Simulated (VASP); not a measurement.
# Mg (Fm-3m) in VASP: a series of runs

The runs below take Mg through electric field gradients, with LDA.

Program: VASP 6.6.1. These are calculated values, not measurements. Logs are shortened: lines on timing, memory, paths and dates and some standing lists are left out, and cuts for length are marked.

## (1) The cell of the first run

It takes space group Fm-3m (No. 225, cubic). The conventional cell has a = 4.503 Å, b = 4.503 Å, c = 4.503 Å, α = 90.00°, β = 90.00°, γ = 90.00°. Within 4.2 Å of Mg (site symmetry m-3m) lie 12 Mg at 3.18 Å.

## (2) Electric field gradients, LDA (volume scaled by 1.01)

Input file INCAR:

```
SYSTEM = Mg
  ALGO = Normal
  EDIFF = 1E-8
  ENCUT = 520
  GGA = CA
  ISIF = 2
  ISMEAR = -1
  LASPH = .True.
  LCHARG = .False.
  LEFG = .True.
  LREAL = .False.
  LWAVE = .False.
  NBANDS = 7
  NELM = 100
  PREC = Accurate
  SIGMA = 0.03
```

Input file KPOINTS:

```
k-points
0
Gamma
  16 16 16
  0 0 0
```

Input file POSCAR:

```
Mg
1.0
    0.0000000000      2.2517120548      2.2517120548
    2.2517120548      0.0000000000      2.2517120548
    2.2517120548      2.2517120548      0.0000000000
Mg
1
Direct
    0.0000000000      0.0000000000      0.0000000000
```

Potentials or basis: VASP PAW LDA potentials, release 64 (Mg).

Launch:

```sh
cat potpaw_LDA.64/Mg/POTCAR > POTCAR
mpirun -np 1 vasp_std > vasp.out
```

OUTCAR:

```text
SYSTEM = Mg
   EDIFF = 1E-8
   ENCUT = 520
   GGA = CA
   ISIF = 2
   ISMEAR = -1
   LASPH = .True.
   LREAL = .False.
   NELM = 100
   PREC = Accurate

 ion  position               nearest neighbor table
   1  0.000  0.000  0.000-

  LATTYP: Found a face centered cubic cell.
 ALAT       =     4.5034241096

  Lattice vectors:

 A1 = (   0.0000000000,   2.2517120548,   2.2517120548)
 A2 = (   2.2517120548,   0.0000000000,   2.2517120548)
 A3 = (   2.2517120548,   2.2517120548,   0.0000000000)

Analysis of symmetry for initial positions (statically):
=====================================================================
 Subroutine PRICEL returns:
 Original cell was already a primitive cell.

 Routine SETGRP: Setting up the symmetry group for a
 face centered cubic supercell.

 Subroutine GETGRP returns: Found 48 space group operations
 (whereof 48 operations were pure point group operations)
 out of a pool of 48 trial point group operations.

The static configuration has the point symmetry O_h .

Analysis of symmetry for dynamics (positions and initial velocities):
=====================================================================
 Subroutine PRICEL returns:
 Original cell was already a primitive cell.

 Routine SETGRP: Setting up the symmetry group for a
 face centered cubic supercell.

 Subroutine GETGRP returns: Found 48 space group operations
 (whereof 48 operations were pure point group operations)
 out of a pool of 48 trial point group operations.

The dynamic configuration has the point symmetry O_h .

 Subroutine INISYM returns: Found 48 space group operations
 (whereof 48 operations are pure point group operations),
 and found     1 'primitive' translations

----------------------------------------------------------------------------------------

                                     Primitive cell

  volume of cell :      22.8333

  direct lattice vectors                    reciprocal lattice vectors
     0.000000000  2.251712055  2.251712055    -0.222053259  0.222053259  0.222053259
     2.251712055  0.000000000  2.251712055     0.222053259 -0.222053259  0.222053259
     2.251712055  2.251712055  0.000000000     0.222053259  0.222053259 -0.222053259

  length of vectors
     3.184401726  3.184401726  3.184401726     0.384607526  0.384607526  0.384607526

  position of ions in fractional coordinates (direct lattice)
     0.000000000  0.000000000  0.000000000

  ion indices of the primitive-cell ions
   primitive index   ion index
                 1           1

----------------------------------------------------------------------------------------

 KPOINTS: k-points

Automatic generation of k-mesh.
 Grid dimensions read from file:
 generate k-points for:   16   16   16

 Generating k-lattice:

  Cartesian coordinates                     Fractional coordinates (reciprocal lattice)
    -0.013878329  0.013878329  0.013878329     0.062500000  0.000000000  0.000000000
     0.013878329 -0.013878329  0.013878329     0.000000000  0.062500000  0.000000000
     0.013878329  0.013878329 -0.013878329     0.000000000  0.000000000  0.062500000

  Length of vectors
     0.024037970  0.024037970  0.024037970

  Shift w.r.t. Gamma in fractional coordinates (k-lattice)
     0.000000000  0.000000000  0.000000000

 Subroutine IBZKPT returns following result:
 ===========================================

 Found    145 irreducible k-points:

 Following reciprocal coordinates:
            Coordinates               Weight
  0.000000  0.000000  0.000000      1.000000
  0.062500  0.000000  0.000000      8.000000
  0.125000  0.000000  0.000000      8.000000
  0.187500  0.000000  0.000000      8.000000
  0.250000  0.000000  0.000000      8.000000
  0.312500  0.000000  0.000000      8.000000
[... 16 lines left out ...]
 -0.125000  0.062500  0.000000     24.000000
 -0.062500  0.062500  0.000000     12.000000
 [... further k-points ...]
   k-points           NKPTS =    145   k-points in BZ     NKDIM =    145   number of bands    NBANDS=      7
   number of dos      NEDOS =    301   number of ions     NIONS =      1
   total plane-waves  NPLWV =  13824
   dimension x,y,z NGX =    24 NGY =   24 NGZ =   24
   dimension x,y,z NGXF=    48 NGYF=   48 NGZF=   48
   ions per type =               1
   NGX,Y,Z   is equivalent  to a cutoff of  12.53, 12.53, 12.53 a.u.
   NGXF,Y,Z  is equivalent  to a cutoff of  25.06, 25.06, 25.06 a.u.
 SYSTEM =  Mg
   PREC   = accura    normal or accurate (medium, high low for compatibility)
   ISTART =      0    job   : 0-new  1-cont  2-samecut
   ICHARG =      2    charge: 1-file 2-atom 10-const
   ISPIN  =      1    spin polarized calculation?
   LNONCOLLINEAR =      F non collinear calculations
   LSORBIT =      F    spin-orbit coupling
   LASPH  =      T    aspherical Exc in radial PAW
   ENCUT  =  520.0 eV  38.22 Ry    6.18 a.u.   5.92  5.92  5.92*2*pi/ulx,y,z
   NELM   =    100;   NELMIN=  2; NELMDL= -5     # of ELM steps
   EDIFF  = 0.1E-07   stopping-criterion for ELM
   LREAL  =      F    real-space projection
   EDIFFG = 0.1E-06   stopping-criterion for IOM
   NSW    =      0    number of steps for IOM
   IBRION =     -1    ionic relax: 0-MD 1-quasi-New 2-CG
   NFREE  =      0    steps in history (QN), initial steepest desc. (CG)
   ISIF   =      2    stress and relaxation
   ISYM   =      2    0-nonsym 1-usesym 2-fastsym
   POTIM  = 0.5000    time-step for ionic-motion
   TEBEG  =    0.0;   TEEND  =   0.0 temperature during run
   PSTRESS=    0.0 pullay stress
   NELECT =       2.0000    total number of electrons
   NUPDOWN=      -1.0000    fix difference up-down
   EMIN   =  10.00;   EMAX   =-10.00  energy-range for DOS
   EFERMI =   0.00;   METHOD = LEGACY
   ISMEAR =    -1;   SIGMA  =   0.03  broadening in eV -4-tet -1-fermi 0-gaus
   EFERMI_NEDOS =   21; number of points for ismear=-14 and -15
   IALGO  =     38    algorithm
   IMIX   =      4    mixing-type and parameters
     AMIX     =   0.40;   BMIX     =  1.00
     AMIX_MAG =   1.60;   BMIX_MAG =  1.00
  volume/ion in A,a.u.               =      22.83       154.09
  Fermi-wavevector in a.u.,A,eV,Ry     =   0.727046  1.373918  7.191987  0.528596
  Thomas-Fermi vector in A             =   1.818172
   LORBIT       =      0    0 simple, 1 ext, 2 COOP (PROOUT), +10 PAW based schemes
   GGA     = CA    functional components
   LHFCALC =     F    Hartree Fock is set to
   AEXX    =    0.0000 exact exchange contribution
   IVDW    =     0    specifies the selected vdW correction
   LEPSILON=     F    determine dielectric tensor
   LRPA    =     F    only Hartree local field effects (RPA)
 non-spin polarized calculation
  energy-cutoff  :      520.00
  volume of cell :       22.83
 maximum number of plane-waves:       636
   NGX = 11   NGY = 11   NGZ = 11

 number of electron       2.0000000 magnetization

 Free energy of the ion-electron system (eV)
  ---------------------------------------------------
  ext. energy  EPLUGINS =         0.00000000
  ---------------------------------------------------
  free energy    TOTEN  =        -1.78739149 eV

  energy without entropy =       -1.78574355  energy(sigma->0) =       -1.78656752

 E-fermi :   2.4720     XC(G=0):  -8.6974

 val. band max:        2.4238167711   @ k =  -0.3750   0.1875   0.0625
 cond. band min:       2.4818267971   @ k =  -0.3750   0.4375   0.1250
 fundamental gap:      0.0580100260
 Fermi energy:         2.4719581359

 k-point     1 :       0.0000    0.0000    0.0000
  band No.  band energies     occupation
      1      -4.4456      2.00000
      2      14.8242      0.00000
      3      14.8242      0.00000
      4      14.8242      0.00000
      5      16.6468      0.00000
      6      16.6468      0.00000
      7      16.6468      0.00000

 k-point     2 :       0.0625    0.0000    0.0000
  band No.  band energies     occupation
      1      -4.3585      2.00000
      2      13.4346      0.00000
      3      14.6075      0.00000
      4      14.6075      0.00000
      5      16.7893      0.00000
      6      17.0088      0.00000
      7      17.0088      0.00000

 k-point     3 :       0.1250    0.0000    0.0000
  band No.  band energies     occupation
      1      -4.0979      2.00000
      2      11.3891      0.00000
      3      14.2162      0.00000
      4      14.2162      0.00000
      5      16.5632      0.00000
      6      17.8266      0.00000
      7      17.8266      0.00000
[... 191 lines left out ...]
 k-point    23 :      -0.1250    0.0625    0.0000
  band No.  band energies     occupation
      1      -3.8956      2.00000
      2      10.7130      0.00000
      3      12.5965      0.00000
      4      15.0411      0.00000
      5      17.0577      0.00000
      6      17.3530      0.00000
      7      17.6803      0.00000

 k-point    24 :      -0.0625    0.0625    0.0000
  band No.  band energies     occupation
      1      -4.2136      2.00000
      2      12.5239      0.00000
      3      13.2937      0.00000
      4      15.0493      0.00000
      5      16.8151      0.00000
      6      17.1109      0.00000
      7      17.6823      0.00000

 [... further k-points ...]
[... 5 lines left out ...]
  --------------------------------------------------------------------------------------
  -------------------------------------------------------------------------------------
  Total       -0.2824802     -0.2824802     -0.2824802     -0.0000000     -0.0000000     -0.0000000
  in kB      -19.8212072    -19.8212072    -19.8212072     -0.0000000     -0.0000000     -0.0000000
  external PRESSURE =     -19.8212072 kB  Pullay stress =       0.0000000 kB

 VOLUME and BASIS-vectors are now :
 -----------------------------------------------------------------------------
  energy-cutoff  :      520.00
  volume of cell :       22.83
      direct lattice vectors                 reciprocal lattice vectors
     0.000000000  2.251712055  2.251712055    -0.222053259  0.222053259  0.222053259
     2.251712055  0.000000000  2.251712055     0.222053259 -0.222053259  0.222053259
     2.251712055  2.251712055  0.000000000     0.222053259  0.222053259 -0.222053259

 POSITION                                       TOTAL-FORCE (eV/Angst)
 -----------------------------------------------------------------------------------
      0.00000      0.00000      0.00000         0.000000      0.000000      0.000000
 -----------------------------------------------------------------------------------
    total drift:                               -0.000000      0.000000     -0.000000

  FREE ENERGIE OF THE ION-ELECTRON SYSTEM (eV)
  ---------------------------------------------------
  free  energy   TOTEN  =        -1.7873914890 eV

  energy  without entropy=       -1.7857435547  energy(sigma->0) =       -1.78656752

 Electric field gradients (V/A^2)
---------------------------------------------------------------------
 ion       V_xx      V_yy      V_zz      V_xy      V_xz      V_yz
---------------------------------------------------------------------
   1      -0.000    -0.000    -0.000    -0.000    -0.000    -0.000
---------------------------------------------------------------------

 Electric field gradients after diagonalization (V/A^2)
 (convention: |V_zz| > |V_xx| > |V_yy|)
----------------------------------------------------------------------
 ion       V_xx      V_yy      V_zz     asymmetry (V_yy - V_xx)/ V_zz
----------------------------------------------------------------------
   1       0.000     0.000    -0.000       0.000
----------------------------------------------------------------------

           NMR quadrupolar parameters

 Cq : quadrupolar parameter    Cq=e*Q*V_zz/h
 eta: asymmetry parameters     (V_yy - V_xx)/ V_zz
 Q  : nuclear electric quadrupole moment in mb (millibarn)
----------------------------------------------------------------------
 ion       Cq(MHz)       eta       Q (mb)
----------------------------------------------------------------------
   1      -0.000       0.000       1.000
----------------------------------------------------------------------
```

Run time: 8.8 s. Hardware: 1 thread of Intel Xeon Platinum 8375C at 2.90GHz (Ice Lake), shared host; peak memory 0.14 GiB.

What came out:

```yaml
Free_energy: -1.7874 eV
Pressure: -2.0 GPa
Band_gap_on_the_k_mesh: zero (band 1 reaches 3.94 eV, above the bottom of band 2 at 1.16 eV)
```

Levels at points of the mesh, in eV from the Fermi level:
```csv
k point,band 1,band 2,band 3,band 4,band 5,band 6
"(0.00, 0.00, 0.00)",-6.92,12.35,12.35,12.35,14.17,14.17
"(0.50, 0.00, 0.00)",-1.66,-1.31,11.29,11.29,11.98,11.98
"(0.50, 0.50, 0.00)",-0.20,0.80,6.15,6.92,6.92,9.71
```

Caveat: without QUAD_EFG the Cq values of the log hold for a quadrupole moment of 1 mb, not for the nuclei.

## (3) Electric field gradients, LDA (volume scaled by 1.01)

Input file INCAR:

```
SYSTEM = Mg
  PREC = Accurate
  ENCUT = 520
  EDIFF = 1E-8
  ISMEAR = -1
  SIGMA = 0.03
  LREAL = .FALSE.
  LASPH = .TRUE.
  NELM = 60
  ALGO = Normal
  ISIF = 2
  LWAVE = .FALSE.
  LCHARG = .FALSE.
  LEFG = .TRUE.
  NBANDS = 7
```

Input file KPOINTS:

```
Automatic mesh
0
G
  16 16 16
  0 0 0
```

POSCAR is that of step 2.

Potentials or basis: VASP PAW LDA potentials, release 64 (Mg).

Launch:

```sh
cat potpaw_LDA.64/Mg/POTCAR > POTCAR
mpirun -np 1 vasp_std > vasp.out
```

OUTCAR:

```text
SYSTEM = Mg
   PREC = Accurate
   ENCUT = 520
   EDIFF = 1E-8
   ISMEAR = -1
   LREAL = .FALSE.
   LASPH = .TRUE.
   NELM = 60
   ISIF = 2

 ion  position               nearest neighbor table
   1  0.000  0.000  0.000-

  LATTYP: Found a face centered cubic cell.
 ALAT       =     4.5034241096

  Lattice vectors:

 A1 = (   0.0000000000,   2.2517120548,   2.2517120548)
 A2 = (   2.2517120548,   0.0000000000,   2.2517120548)
 A3 = (   2.2517120548,   2.2517120548,   0.0000000000)

Analysis of symmetry for initial positions (statically):
[... 445 lines left out ...]
  ---------------------------------------------------
  free  energy   TOTEN  =        -1.7873914890 eV

  energy  without entropy=       -1.7857435547  energy(sigma->0) =       -1.78656752

 Electric field gradients (V/A^2)
---------------------------------------------------------------------
 ion       V_xx      V_yy      V_zz      V_xy      V_xz      V_yz
---------------------------------------------------------------------
   1      -0.000    -0.000    -0.000    -0.000    -0.000    -0.000
---------------------------------------------------------------------

 Electric field gradients after diagonalization (V/A^2)
 (convention: |V_zz| > |V_xx| > |V_yy|)
----------------------------------------------------------------------
 ion       V_xx      V_yy      V_zz     asymmetry (V_yy - V_xx)/ V_zz
----------------------------------------------------------------------
   1       0.000     0.000    -0.000       0.000
----------------------------------------------------------------------

           NMR quadrupolar parameters

 Cq : quadrupolar parameter    Cq=e*Q*V_zz/h
 eta: asymmetry parameters     (V_yy - V_xx)/ V_zz
 Q  : nuclear electric quadrupole moment in mb (millibarn)
----------------------------------------------------------------------
 ion       Cq(MHz)       eta       Q (mb)
----------------------------------------------------------------------
   1      -0.000       0.000       1.000
----------------------------------------------------------------------
```

stdout:

```text
POSCAR found type information on POSCAR Mg
 POSCAR found :  1 types and       1 ions
 scaLAPACK will be used
 LDA part: xc-table for (Slater(with rela. corr.)+CA(PZ))
 , standard interpolation
 POSCAR, INCAR and KPOINTS ok, starting setup
 FFT: planning ... GRIDC
 FFT: planning ... GRID_SOFT
 FFT: planning ... GRID
 WAVECAR not read
 entering main loop
ion   1
```

Run time: 8.8 s. Hardware: 1 thread of Intel Xeon Platinum 8375C at 2.90GHz (Ice Lake), shared host; peak memory 0.14 GiB.

What came out:

| Quantity | Value |
| --- | --- |
| Free energy | -1.7874 eV |
| Pressure | -2.0 GPa |
| Band gap on the k mesh | zero (band 1 reaches 3.94 eV, above the bottom of band 2 at 1.16 eV) |

Caveat: without QUAD_EFG the Cq values of the log hold for a quadrupole moment of 1 mb, not for the nuclei.

[end of part 1 of 2]
